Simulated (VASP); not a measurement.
# Cu (I4/mmm) in VASP: notebook

Cu is run at these levels: r2SCAN; tasks: single point.

All numbers are computed with VASP 6.6.1; they aren't measurements. Logs are shortened: lines on timing, memory, paths and dates and some standing lists are left out, and cuts for length are marked.

### Step 1. The cell of the first run

The structure is tetragonal, space group I4/mmm (No. 139). Conventional cell: a = 2.982 Å, b = 2.982 Å, c = 2.821 Å, α = 90.00°, β = 90.00°, γ = 90.00°. Within 3.3 Å of Cu (site symmetry 4/mmm) lie 14 Cu at 2.54 to 2.98 Å.

### Step 2. Single point, r2SCAN (equal strain along all axes, cell held: +3.0 %)

The input, POSCAR:

```
Cu
1.0
    2.9822436818      0.0000000000      0.0000000000
    0.0000000000      2.9822436818      0.0000000000
    0.0000000000      0.0000000000      2.8207868899
Cu
2
Direct
    0.0000000000      0.0000000000      0.0000000000
    0.5000000000      0.5000000000      0.5000000000
```

The input, INCAR.step1:

```
PREC = Accurate ; ENCUT = 520
ISMEAR = 0 ; SIGMA = 0.1
LREAL = F ; LASPH = T
NELM = 60 ; NBANDS = 18
GGA = PE ; ALGO = Normal
EDIFF = 1E-4 ; LWAVE = T
LCHARG = F
```

The input, INCAR.step2:

```
PREC = Accurate ; ENCUT = 520
EDIFF = 1E-6 ; ISMEAR = 0
SIGMA = 0.1 ; LREAL = F
LASPH = T ; NELM = 60
ALGO = Normal ; ISIF = 2
LWAVE = F ; LCHARG = T
METAGGA = R2SCAN ; LMIXTAU = T
LELF = T ; LVHAR = T
NBANDS = 18 ; ISTART = 1
```

The input, KPOINTS:

```
Automatic mesh
0
Gamma
  18 18 18
```

Potentials or basis: VASP PAW PBE potentials, release 64 (Cu).

Command:

```bash
cat potpaw_PBE.64/Cu/POTCAR > POTCAR
cp INCAR.step1 INCAR
mpirun -np 1 vasp_std > vasp.out
cp INCAR.step2 INCAR
mpirun -np 1 vasp_std > vasp.out
```

OUTCAR:

```text
PREC = Accurate
   ENCUT = 520
   EDIFF = 1E-6
   ISMEAR = 0
   LREAL = F
   LASPH = T
   NELM = 60
   ISIF = 2
   METAGGA = R2SCAN
   ISTART = 1

 ion  position               nearest neighbor table
   1  0.000  0.000  0.000-   2 2.54   2 2.54   2 2.54   2 2.54   2 2.54   2 2.54   2 2.54   2 2.54

   2  0.500  0.500  0.500-   1 2.54   1 2.54   1 2.54   1 2.54   1 2.54   1 2.54   1 2.54   1 2.54

  LATTYP: Found a simple tetragonal cell.
 ALAT       =     2.9822436818
 C/A-ratio  =     0.9458606307

  Lattice vectors:

 A1 = (   2.9822436818,   0.0000000000,   0.0000000000)
 A2 = (   0.0000000000,   2.9822436818,   0.0000000000)
 A3 = (   0.0000000000,   0.0000000000,   2.8207868899)

Analysis of symmetry for initial positions (statically):
=====================================================================
 Subroutine PRICEL returns following result:

  LATTYP: Found a body centered tetragonal cell.
 ALAT       =     2.9822436818
 C/A-ratio  =     0.9458606307

  Lattice vectors:

 A1 = (  -1.4911218409,  -1.4911218409,  -1.4103934449)
 A2 = (   1.4911218409,   1.4911218409,  -1.4103934449)
 A3 = (   1.4911218409,  -1.4911218409,   1.4103934449)

   2 primitive cells build up your supercell.

 Routine SETGRP: Setting up the symmetry group for a
 simple tetragonal supercell.

 Subroutine GETGRP returns: Found 16 space group operations
 (whereof 16 operations were pure point group operations)
 out of a pool of 16 trial point group operations.

The static configuration has the point symmetry D_4h.

Analysis of symmetry for dynamics (positions and initial velocities):
=====================================================================
 Subroutine PRICEL returns following result:

  LATTYP: Found a body centered tetragonal cell.
 ALAT       =     2.9822436818
 C/A-ratio  =     0.9458606307

  Lattice vectors:

 A1 = (  -1.4911218409,  -1.4911218409,  -1.4103934449)
 A2 = (   1.4911218409,   1.4911218409,  -1.4103934449)
 A3 = (   1.4911218409,  -1.4911218409,   1.4103934449)

   2 primitive cells build up your supercell.

 Routine SETGRP: Setting up the symmetry group for a
 simple tetragonal supercell.

 Subroutine GETGRP returns: Found 16 space group operations
 (whereof 16 operations were pure point group operations)
 out of a pool of 16 trial point group operations.

The dynamic configuration has the point symmetry D_4h.

 Subroutine INISYM returns: Found 16 space group operations
 (whereof 16 operations are pure point group operations),
 and found     2 'primitive' translations

----------------------------------------------------------------------------------------

                                     Primitive cell

  volume of cell :      12.5437

  direct lattice vectors                    reciprocal lattice vectors
    -1.491121841 -1.491121841 -1.410393445     0.000000000 -0.335318004 -0.354511007
     1.491121841  1.491121841 -1.410393445     0.335318004  0.000000000 -0.354511007
     1.491121841 -1.491121841  1.410393445     0.335318004 -0.335318004  0.000000000

  length of vectors
     2.536946661  2.536946661  2.536946661     0.487971534  0.487971534  0.474211270

  position of ions in fractional coordinates (direct lattice)
     0.000000000  0.000000000  0.000000000

  ion indices of the primitive-cell ions
   primitive index   ion index
                 1           1

----------------------------------------------------------------------------------------

 KPOINTS: Automatic mesh

Automatic generation of k-mesh.
 Grid dimensions read from file:
 generate k-points for:   18   18   18

 Generating k-lattice:

  Cartesian coordinates                     Fractional coordinates (reciprocal lattice)
     0.018628778  0.000000000  0.000000000     0.055555556  0.000000000  0.000000000
     0.000000000  0.018628778  0.000000000     0.000000000  0.055555556  0.000000000
     0.000000000  0.000000000  0.019695056     0.000000000  0.000000000  0.055555556

  Length of vectors
     0.018628778  0.018628778  0.019695056

  Shift w.r.t. Gamma in fractional coordinates (k-lattice)
     0.000000000  0.000000000  0.000000000

 Subroutine IBZKPT returns following result:
 ===========================================

 Found    550 irreducible k-points:

 Following reciprocal coordinates:
            Coordinates               Weight
  0.000000  0.000000  0.000000      1.000000
  0.055556  0.000000  0.000000      4.000000
  0.111111  0.000000  0.000000      4.000000
  0.166667  0.000000  0.000000      4.000000
  0.222222  0.000000  0.000000      4.000000
  0.277778  0.000000  0.000000      4.000000
[... 16 lines left out ...]
  0.277778  0.111111  0.000000      8.000000
  0.333333  0.111111  0.000000      8.000000
 [... further k-points ...]
   k-points           NKPTS =    550   k-points in BZ     NKDIM =    550   number of bands    NBANDS=     18
   number of dos      NEDOS =    301   number of ions     NIONS =      2
   total plane-waves  NPLWV =  13824
   dimension x,y,z NGX =    24 NGY =   24 NGZ =   24
   dimension x,y,z NGXF=    48 NGYF=   48 NGZF=   48
   ions per type =               2
   NGX,Y,Z   is equivalent  to a cutoff of  13.38, 13.38, 14.14 a.u.
   NGXF,Y,Z  is equivalent  to a cutoff of  26.76, 26.76, 28.29 a.u.
 SYSTEM =  unknown system
   PREC   = accura    normal or accurate (medium, high low for compatibility)
   ISTART =      1    job   : 0-new  1-cont  2-samecut
   ICHARG =      0    charge: 1-file 2-atom 10-const
   ISPIN  =      1    spin polarized calculation?
   LNONCOLLINEAR =      F non collinear calculations
   LSORBIT =      F    spin-orbit coupling
   LASPH  =      T    aspherical Exc in radial PAW
   ENCUT  =  520.0 eV  38.22 Ry    6.18 a.u.   5.54  5.54  5.24*2*pi/ulx,y,z
   NELM   =     60;   NELMIN=  2; NELMDL=  0     # of ELM steps
   EDIFF  = 0.1E-05   stopping-criterion for ELM
   LREAL  =      F    real-space projection
   EDIFFG = 0.1E-04   stopping-criterion for IOM
   NSW    =      0    number of steps for IOM
   IBRION =     -1    ionic relax: 0-MD 1-quasi-New 2-CG
   NFREE  =      0    steps in history (QN), initial steepest desc. (CG)
   ISIF   =      2    stress and relaxation
   ISYM   =      2    0-nonsym 1-usesym 2-fastsym
   POTIM  = 0.5000    time-step for ionic-motion
   TEBEG  =    0.0;   TEEND  =   0.0 temperature during run
   PSTRESS=    0.0 pullay stress
   NELECT =      22.0000    total number of electrons
   NUPDOWN=      -1.0000    fix difference up-down
   EMIN   =  10.00;   EMAX   =-10.00  energy-range for DOS
   EFERMI =   0.00;   METHOD = LEGACY
   ISMEAR =     0;   SIGMA  =   0.10  broadening in eV -4-tet -1-fermi 0-gaus
   EFERMI_NEDOS =   21; number of points for ismear=-14 and -15
   IALGO  =     38    algorithm
   IMIX   =      4    mixing-type and parameters
     AMIX     =   0.40;   BMIX     =  1.00
     AMIX_MAG =   1.60;   BMIX_MAG =  1.00
  volume/ion in A,a.u.               =      12.54        84.65
  Fermi-wavevector in a.u.,A,eV,Ry     =   1.566980  2.961163 33.408118  2.455427
  Thomas-Fermi vector in A             =   2.669228
   LORBIT       =      0    0 simple, 1 ext, 2 COOP (PROOUT), +10 PAW based schemes
   METAGGA = R2SCAN    functional components
   LHFCALC =     F    Hartree Fock is set to
   AEXX    =    0.0000 exact exchange contribution
   IVDW    =     0    specifies the selected vdW correction
   LEPSILON=     F    determine dielectric tensor
   LRPA    =     F    only Hartree local field effects (RPA)
 non-spin polarized calculation
 Gauss-broadening in eV      SIGMA  =   0.10
  energy-cutoff  :      520.00
  volume of cell :       25.09
 maximum number of plane-waves:       707
 NGX is ok and might be reduce to    24

 number of electron      22.0000032 magnetization

 Free energy of the ion-electron system (eV)
  ---------------------------------------------------
  ext. energy  EPLUGINS =         0.00000000
  ---------------------------------------------------
  free energy    TOTEN  =       -21.51201881 eV

  energy without entropy =      -21.50832736  energy(sigma->0) =      -21.51017309

 E-fermi :   6.6729     XC(G=0): -13.3462

 val. band max:        6.6696390504   @ k =   0.2222   0.0000   0.4444
 cond. band min:       6.6750795612   @ k =   0.3889   0.0556   0.1111
 fundamental gap:      0.0054405109
 Fermi energy:         6.6728988412

 k-point     1 :       0.0000    0.0000    0.0000
  band No.  band energies     occupation
      1      -2.5146      2.00000
      2       2.1863      2.00000
      3       2.2350      2.00000
      4       3.5331      2.00000
      5       3.7334      2.00000
      6       3.7334      2.00000
[... 10 lines left out ...]
     17      22.9183      0.00000
     18      31.4743      0.00000

 k-point     2 :       0.0556    0.0000    0.0000
  band No.  band energies     occupation
      1      -2.4574      2.00000
      2       2.2021      2.00000
      3       2.2510      2.00000
      4       3.5346      2.00000
      5       3.7346      2.00000
      6       3.7436      2.00000
[... 10 lines left out ...]
     17      23.0233      0.00000
     18      30.9019      0.00000

 k-point     3 :       0.1111    0.0000    0.0000
  band No.  band energies     occupation
      1      -2.2867      2.00000
      2       2.2452      2.00000
      3       2.3001      2.00000
      4       3.5396      2.00000
      5       3.7388      2.00000
      6       3.7741      2.00000
[... 10 lines left out ...]
     17      23.5066      0.00000
     18      29.7186      0.00000

 k-point     4 :       0.1667    0.0000    0.0000
  band No.  band energies     occupation
      1      -2.0049      2.00000
      2       2.3032      2.00000
      3       2.3844      2.00000
      4       3.5499      2.00000
      5       3.7478      2.00000
      6       3.8239      2.00000
[... 375 lines left out ...]
      4       3.5472      2.00000
      5       3.6267      2.00000
      6       4.0660      2.00000
[... 10 lines left out ...]
     17      23.9435      0.00000
     18      26.9393      0.00000

 k-point    23 :       0.2778    0.1111    0.0000
  band No.  band energies     occupation
      1      -0.9224      2.00000
      2       2.4577      2.00000
      3       2.6813      2.00000
      4       3.5592      2.00000
      5       3.6297      2.00000
      6       4.1675      2.00000
[... 10 lines left out ...]
     17      23.6383      0.00000
     18      27.9162      0.00000

 k-point    24 :       0.3333    0.1111    0.0000
  band No.  band energies     occupation
      1      -0.3622      2.00000
      2       2.4184      2.00000
      3       2.8420      2.00000
      4       3.5705      2.00000
      5       3.6505      2.00000
      6       4.0851      2.00000
[... 10 lines left out ...]
     17      24.0716      0.00000
     18      26.5015      0.00000

 [... further k-points ...]

------------------------ aborting loop because EDIFF is reached ----------------------------------------

  FORCE on cell =-STRESS in cart. coord.  units (eV):
  Direction    XX          YY          ZZ          XY          YZ          ZX
  --------------------------------------------------------------------------------------
  -------------------------------------------------------------------------------------
  Total       -1.6906366     -1.6906366     -1.7393011      0.0000000     -0.0000000      0.0000000
  in kB     -107.9703040   -107.9703040   -111.0781987      0.0000000     -0.0000000      0.0000000
  external PRESSURE =    -109.0062689 kB  Pullay stress =       0.0000000 kB

 VOLUME and BASIS-vectors are now :
 -----------------------------------------------------------------------------
  energy-cutoff  :      520.00
  volume of cell :       25.09
      direct lattice vectors                 reciprocal lattice vectors
     2.982243682  0.000000000  0.000000000     0.335318004  0.000000000  0.000000000
     0.000000000  2.982243682  0.000000000     0.000000000  0.335318004  0.000000000
     0.000000000  0.000000000  2.820786890     0.000000000  0.000000000  0.354511007

 POSITION                                       TOTAL-FORCE (eV/Angst)
 -----------------------------------------------------------------------------------
      0.00000      0.00000      0.00000         0.000000     -0.000000     -0.000000
      1.49112      1.49112      1.41039        -0.000000      0.000000      0.000000
 -----------------------------------------------------------------------------------
    total drift:                                0.000000      0.000000     -0.000000

  FREE ENERGIE OF THE ION-ELECTRON SYSTEM (eV)
  ---------------------------------------------------
  free  energy   TOTEN  =       -21.5120188077 eV

  energy  without entropy=      -21.5083273646  energy(sigma->0) =      -21.51017309
```

Wall time 12 min (1 thread of Oxide Virtual Turin-like, shared host); peak memory 0.28 GiB.

What came out:

```yaml
Free_energy: -21.5120 eV
Pressure: -10.9 GPa
Band_gap_on_the_k_mesh: zero (bands 11 and 12 overlap by 7.71 eV)
```

Caveat: the cell differs from its parent crystal (equal strain along all axes, cell held: +3.0 %); the cell stands under tension; the PAW data sets were made with another functional, which shifts forces and pressure a little.

### Step 3. Single point, r2SCAN

This run uses another cell than the first one: it holds 1 atom, not 2.

The input, POSCAR:

```
Cu
1.0
   -1.4476911077      1.4476911077      1.3693140242
    1.4476911077     -1.4476911077      1.3693140242
    1.4476911077      1.4476911077     -1.3693140242
Cu
1
Direct
    0.0000000000      0.0000000000      0.0000000000
```

The input, INCAR.step1:

```
PREC = Accurate
ENCUT = 520
ISMEAR = 0
SIGMA = 0.15
LREAL = F
LASPH = T
NELM = 60
NBANDS = 12
GGA = PE
ALGO = Normal
EDIFF = 1E-4
LWAVE = T
LCHARG = F
```

The input, INCAR.step2:

```
PREC = Accurate
ENCUT = 520
EDIFF = 1E-6
ISMEAR = 0
SIGMA = 0.15
LREAL = F
LASPH = T
NELM = 60
ALGO = Normal
ISIF = 2
LWAVE = F
LCHARG = T
METAGGA = R2SCAN
LMIXTAU = T
LELF = T
LVHAR = T
NBANDS = 12
ISTART = 1
```

The input, KPOINTS:

```
Automatic mesh
0
Gamma
  32 32 32
```

Potentials or basis: VASP PAW PBE potentials, release 64 (Cu).

Command:

```bash
cat potpaw_PBE.64/Cu/POTCAR > POTCAR
cp INCAR.step1 INCAR
mpirun -np 1 vasp_std > vasp.out
cp INCAR.step2 INCAR
mpirun -np 1 vasp_std > vasp.out
```

It took 31 min on 1 thread of Oxide Virtual Turin-like, shared host; peak memory 0.37 GiB.

It converged, with:

- Free energy: -10.7927 eV
- Pressure: 0.7 GPa
- Band gap on the k mesh: zero (an odd number of electrons rules out a gap without spin polarisation)

Stress tensor (GPa, compression positive):
```
0.64 0.00 0.00
0.00 0.64 0.00
0.00 0.00 0.76
```

Levels at points of the mesh, in eV from the Fermi level:
```
           k point  band 4  band 5  band 6  band 7  band 8  band 9
(0.00, 0.00, 0.00)   -3.22   -2.39   -2.15   25.72   25.72   27.30
(0.50, 0.00, 0.00)   -2.03   -1.46   -0.52    4.98   18.04   18.30
(0.50, 0.50, 0.00)   -2.20   -1.49   -0.98    4.34   19.54   20.05
(0.50, 0.50, 0.50)   -1.66   -1.60    8.06    8.06   10.34   13.62
```

Caveat: the PAW data sets were made with another functional, which shifts forces and pressure a little.
